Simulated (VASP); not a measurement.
Runs of VASP 6.6.1 on CuO. The structure is that of space group P4/mmm (No. 123), or close to it. The cells are those of the table. 

```csv
task,level,cell,k mesh,cutoff (eV),smearing,gap on the mesh (eV),pressure (GPa)
single point,PBE,"a = 4.223, b = 4.223, c = 3.862 Å, 6 atoms",7 × 7 × 7,520,fermi-dirac 0.05 eV,none,(a)
single point,PBE,"a = 4.042, b = 4.042, c = 3.880 Å, 6 atoms",7 × 7 × 7,520,fermi-dirac 0.05 eV,none,(b)
single point,PBE,"a = 4.161, b = 4.161, c = 3.888 Å, 6 atoms",4 × 4 × 4,600,fermi-dirac 0.04 eV,none,2.5
single point,PBE,"a = 4.172, b = 4.172, c = 3.872 Å, 6 atoms",7 × 7 × 7,520,fermi-dirac 0.05 eV,none,2.6
relaxation of the atoms,PBEsol,"atoms relaxed from a = 4.161, b = 4.161, c = 3.888 Å, 6 atoms",6 × 6 × 6,520,fermi-dirac 0.05 eV,none,-4.8
relaxation of cell and atoms,PBE,"relaxed to 5 GPa from a = 4.161, b = 4.161, c = 3.888 Å, 6 atoms",7 × 7 × 7,600,fermi-dirac 0.05 eV,none,4.9
single point,PBE,"a = 4.115, b = 4.115, c = 3.879 Å, 6 atoms",7 × 7 × 7,520,fermi-dirac 0.05 eV,none,5.6
single point,PBE,"a = 3.937, b = 3.937, c = 3.871 Å, 6 atoms",7 × 7 × 7,520,fermi-dirac 0.05 eV,none,20.8
single point,PBE,"a = 3.862, b = 3.862, c = 3.854 Å, 6 atoms",7 × 7 × 7,520,fermi-dirac 0.05 eV,none,31.0
relaxation of the atoms,PBEsol,"atoms relaxed from a = 4.161, b = 4.161, c = 3.732 Å, 6 atoms",6 × 6 × 6,520,fermi-dirac 0.05 eV,none,5.3
relaxation of cell and atoms,PBE,"relaxed to 2 GPa from a = 4.161, b = 4.161, c = 3.888 Å, 6 atoms",7 × 7 × 7,600,fermi-dirac 0.05 eV,none,2.0
```

Alike in all rows: potentials or basis VASP PAW PBE potentials, release 64 (Cu, O); no spin polarisation.

Question: Fill in the values left out.

Answer: (a) 0.6; (b) 10.7.

Caveats: some runs use coarse meshes; an odd number of electrons without spin polarisation forces a metal; a magnetic or distorted state may lie lower; semilocal functionals often make such compounds metallic where correlation or magnetic order opens a gap, which also shifts bond lengths; the cell stands under pressure (at least some runs); the PAW data sets were made with another functional, which shifts forces and pressure a little (at least some runs); the cell is relaxed towards a set pressure, so the run minimises the enthalpy, not the energy (at least some runs).

A gap of «none» marks levels without a gap at the run's occupations.
